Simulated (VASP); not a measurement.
A run of VASP 6.6.1 is set up as follows.

Contents of POSCAR:

```
BaO
1.0
    3.9414114873      0.0000000000      0.0000000000
    0.0000000000      3.9414114873      0.0000000000
    0.0000000000      0.0000000000      5.5739975803
Ba O
2 2
Direct
    0.0000000000      0.0000000000      0.0000000000
    0.5000000000      0.5000000000      0.5000000000
    0.5000000000      0.5000000000      0.0000000000
    0.0000000000      0.0000000000      0.5000000000
```

Contents of INCAR.step1:

```
  PREC = Accurate
  ENCUT = 520
  EDIFF = 1E-5
  ISMEAR = 0
  SIGMA = 0.01
  LREAL = F
  LASPH = T
  NELM = 120
  ALGO = Normal
  ISIF = 2
  LWAVE = T
  LCHARG = F
  NBANDS = 24
  GGA = PE
  GGA_COMPAT = F
```

Contents of INCAR.step2:

```
  PREC = Accurate
  ENCUT = 520
  EDIFF = 1E-6
  ISMEAR = 0
  SIGMA = 0.01
  LREAL = F
  LASPH = T
  NELM = 120
  ALGO = Normal
  ISIF = 2
  LWAVE = F
  LCHARG = F
  GGA = PE
  LHFCALC = T
  HFSCREEN = 0.2079
  PRECFOCK = Normal
  NBANDS = 24
  ISTART = 1
  GGA_COMPAT = F
```

Contents of KPOINTS:

```
Automatic mesh
0
Gamma
  4 4 4
```

Potentials or basis: VASP PAW PBE potentials, release 64 (Ba_sv, O).

The run is started by

```sh
$ cat potpaw_PBE.64/Ba_sv/POTCAR potpaw_PBE.64/O/POTCAR > POTCAR
$ cp INCAR.step1 INCAR
$ mpirun -np 1 vasp_std > vasp.out
$ cp INCAR.step2 INCAR
$ mpirun -np 1 vasp_std > vasp.out
```

(1) Estimate the pressure.

(2) Predict the band gap on the k mesh.

Results:

(1) -0.1 GPa.

(2) 3.31 eV.

Caveat: the PAW data sets were made with another functional, which shifts forces and pressure a little; spin-orbit coupling is left out, which moves the levels of the heavy elements.
